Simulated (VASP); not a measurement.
V, 1 atom in the cell. It takes space group Im-3m (No. 229, cubic). Conventional cell: a = 2.935 Å, b = 2.935 Å, c = 2.935 Å, α = 90.00°, β = 90.00°, γ = 90.00°. Within 3.4 Å of V (site symmetry m-3m) lie 14 V at 2.54 to 2.94 Å.  This cell differs from its parent crystal: strain -0.030 along x and y, -0.030 along z.

- Program: VASP 6.6.1
- Task: single point
- Functional: PBEsol
- Potentials or basis: VASP PAW PBE potentials, release 64 (V_sv)
- Cutoff: 520 eV
- k mesh: 22 × 22 × 22
- Occupations: gaussian, width 0.15 eV
- Spin: no spin polarisation
- Dipole correction: no
- Further INCAR settings: ALGO = Normal; EDIFF = 1e-06; NBANDS = 12

Potentials or basis: VASP PAW PBE potentials, release 64 (V_sv).

Launch:

```bash
$ cat potpaw_PBE.64/V_sv/POTCAR > POTCAR
$ mpirun -np 1 vasp_std > vasp.out
```

Hardware: 1 thread of AMD EPYC 7R43 64-Core Processor (Zen 3) (shared host).

Q: Estimate the wall time of this run.

A: It took 30 s on 1 thread of AMD EPYC 7R43 64-Core Processor (Zen 3), with other jobs on the host, peak memory 0.13 GiB. Counts: scf iterations 11, k points 328.
